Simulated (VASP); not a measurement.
Set up this calculation in VASP 6.6.1, as the native input.

```yaml
Task: single point
Functional: PBE
Potentials_or_basis: VASP PAW PBE potentials, release 64 (Sn_d, O)
Cutoff: 520 eV
k_mesh: 12 × 12 × 10
Occupations: gaussian, width 0.15 eV
Spin: no spin polarisation
Dipole_correction: no
Further_INCAR_settings: ALGO = Normal; EDIFF = 1e-07; NBANDS = 28
```

The structure of SnO lies in POSCAR:

```
SnO
1.0
    3.5168500000      0.0000000000      0.0000000000
    0.0000000000      4.0871500000      0.0000000000
    0.0000000000      0.0000000000      4.8360000000
Sn O
2 2
Direct
    0.0000000000      0.5000000000      0.2385000000
    0.5000000000      0.0000000000      0.7615000000
    0.0000000000      0.0000000000      0.0000000000
    0.5000000000      0.5000000000      0.0000000000
```

This cell differs from its parent crystal: strain -0.0750 x Voigt [1, -1, 0, 0, 0, 0].

One way to write it, as run:

INCAR

```
SYSTEM = SnO
PREC = Accurate ; ENCUT = 520
EDIFF = 1E-7 ; ISMEAR = 0
SIGMA = 0.15 ; LREAL = .False.
LASPH = .True. ; NELM = 100
ALGO = Normal ; ISIF = 2
LWAVE = .False. ; LCHARG = .False.
GGA = PE ; NBANDS = 28
```

KPOINTS

```
Automatic mesh
0
Gamma
  12 12 10
  0 0 0
```

Potentials or basis: VASP PAW PBE potentials, release 64 (Sn_d, O).

The run is started by

```sh
$ cat potpaw_PBE.64/Sn_d/POTCAR potpaw_PBE.64/O/POTCAR > POTCAR
$ mpirun -np 1 vasp_std > vasp.out
```

Results of the run:

```yaml
Pressure: 7.1 GPa
Largest_force: 1.188 eV/Å
Band_gap_on_the_k_mesh: zero (bands 20 and 21 overlap by 0.05 eV)
```

Caveat: the cell differs from its parent crystal (strain -0.0750 x Voigt [1, -1, 0, 0, 0, 0]); the cell stands under pressure; semilocal functionals underestimate gaps, so a narrow gap can read as zero; spin-orbit coupling is left out, which moves the levels of the heavy elements; forces of over 1 eV/Å act on the atoms, so gaps and moduli don't describe the material at rest.

Run time: 4.2 min on 1 thread of Intel(R) Xeon(R) 6975P-C (Granite Rapids), with other jobs on the host, peak memory 0.53 GiB.
